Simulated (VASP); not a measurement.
Wanted: the native input for a VASP 6.6.1 run.

```yaml
Task: single point
Functional: revPBE
Potentials_or_basis: VASP PAW PBE potentials, release 64 (Ba_sv, Ti_sv, O_h)
Cutoff: 910 eV
k_mesh: 7 × 7 × 7
Occupations: fermi-dirac, width 0.05 eV
Spin: no spin polarisation
Dipole_correction: no
Further_INCAR_settings: ALGO = Normal; EDIFF = 1e-06; NBANDS = 28
```

The structure of BaTiO3 lies in POSCAR:

```
BaTiO3
1.0
    3.9998000000      0.0000000000      0.0000000000
    0.0000000000      3.9998000000      0.0000000000
    0.0000000000      0.0000000000      4.0180000000
Ba Ti O
1 1 3
Direct
    0.0000000000      0.0000000000      0.0000000000
    0.5000000000      0.5000000000      0.4900000000
    0.0000000000      0.5000000000      0.5170000000
    0.5000000000      0.0000000000      0.5170000000
    0.5000000000      0.5000000000      0.0190000000
```

These files were run (other wordings do the same):

INCAR

```
SYSTEM = BaTiO3
ALGO = Normal
EDIFF = 1E-6
ENCUT = 910
GGA = RE
GGA_COMPAT = .False.
ISIF = 2
ISMEAR = -1
LASPH = .True.
LCHARG = .True.
LELF = .True.
LREAL = .False.
LVHAR = .True.
LWAVE = .False.
NBANDS = 28
NELM = 120
PREC = Accurate
SIGMA = 0.05
```

KPOINTS

```
k-points
0
Gamma
  7 7 7
  0 0 0
```

Potentials or basis: VASP PAW PBE potentials, release 64 (Ba_sv, Ti_sv, O_h).

Run with:

```console
$ cat potpaw_PBE.64/Ba_sv/POTCAR potpaw_PBE.64/Ti_sv/POTCAR potpaw_PBE.64/O_h/POTCAR > POTCAR
$ mpirun -np 1 vasp_std > vasp.out
```

It gave:

| Quantity | Value |
| --- | --- |
| Pressure | 7.0 GPa |
| Largest force | 0.289 eV/Å |
| Band gap on the k mesh | 1.90 eV (least direct gap 2.09 eV) |

Caveat: the cutoff is under 1.25 times the usual one of these potentials, so pressure, stress and relaxed cells hold a basis-set (Pulay) error; the cell stands under pressure; the PAW data sets were made with another functional, which shifts forces and pressure a little; spin-orbit coupling is left out, which moves the levels of the heavy elements; an odd mesh through Γ misses points on the zone boundary, where band edges can lie.

Wall time 2.2 min on 1 thread of AMD EPYC 7R13 Processor (Zen 3) (shared host), peak memory 0.32 GiB.
